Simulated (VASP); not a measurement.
NaF: electric field gradients with LDA

The system is NaF.

```
CELL_PARAMETERS angstrom
0.00000 2.31598 2.31598
2.31598 0.00000 2.31598
2.31598 2.31598 0.00000
ATOMIC_POSITIONS crystal
Na 0.00000 0.00000 0.00000
F 0.50000 0.50000 0.50000
```

This cell differs from its parent crystal: volume scaled by 1.04.

- Program: VASP 6.6.1
- Task: electric field gradients
- Functional: LDA
- Potentials or basis: VASP PAW LDA potentials, release 64 (Na_pv, F)
- Cutoff: 520 eV
- k mesh: 10 × 10 × 10
- Occupations: fermi-dirac, width 0.03 eV
- Spin: no spin polarisation
- Dipole correction: no
- Further INCAR settings: ALGO = Normal; EDIFF = 1e-08; NBANDS = 14

```json
{
 "Pressure": "-4.3 GPa",
 "Band gap on the k mesh": "5.96 eV, direct"
}
```

Levels at points of the mesh, in eV from the valence-band top:
```tsv
k point	band 5	band 6	band 7	band 8	band 9	band 10
(0.00, 0.00, 0.00)	0.00	0.00	0.00	5.96	18.54	18.54
(0.50, 0.00, 0.00)	-1.67	-0.27	-0.27	10.39	12.11	19.68
(0.50, 0.50, 0.00)	-1.33	-0.42	-0.42	12.76	12.84	13.25
```

Wall time 6.4 s on 1 thread of Intel(R) Xeon(R) Platinum 8488C (Sapphire Rapids) (shared host), peak memory 0.12 GiB.

Caveat: without QUAD_EFG the Cq values of the log hold for a quadrupole moment of 1 mb, not for the nuclei. A k mesh can miss the band edges.
